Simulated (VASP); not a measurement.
Crystal: Al5Cu.

```
Al Cu
1.0
     2.82855    0.00000    0.00000
     0.00000    2.82855    0.00000
     0.00000    0.00000   11.66236
Al Cu
5 1
Direct
  0.00000 0.00000 0.82347
  0.50000 0.50000 0.00000
  0.00000 0.00000 0.17653
  0.50000 0.50000 0.35480
  0.50000 0.50000 0.64520
  0.00000 0.00000 0.50000
```

Base run:

```yaml
Program: VASP 6.6.1
Functional: PBE
Potentials_or_basis: VASP PAW PBE potentials, release 64 (Al, Cu)
Cutoff: 520 eV
k_mesh: 14 × 14 × 4
Occupations: gaussian, width 0.1 eV
Spin: no spin polarisation
```

Its results: band gap on the k mesh zero (bands 13 and 14 overlap by 6.89 eV); pressure -0.1 GPa; largest force 0.023 eV/Å.

The run is repeated on the same cell with these changes: functional from PBE to r2SCAN; further incar settings from ALGO = Fast; EDIFF = 1e-06; NBANDS = 22 to ALGO = Normal; EDIFF = 1e-06; NBANDS = 22. What comes out?

Band gap on the k mesh zero (bands 13 and 14 overlap by 7.26 eV); pressure -3.5 GPa; largest force 0.044 eV/Å.

Caveats: the cell stands under tension (at least some runs); the PAW data sets were made with another functional, which shifts forces and pressure a little (at least some runs).
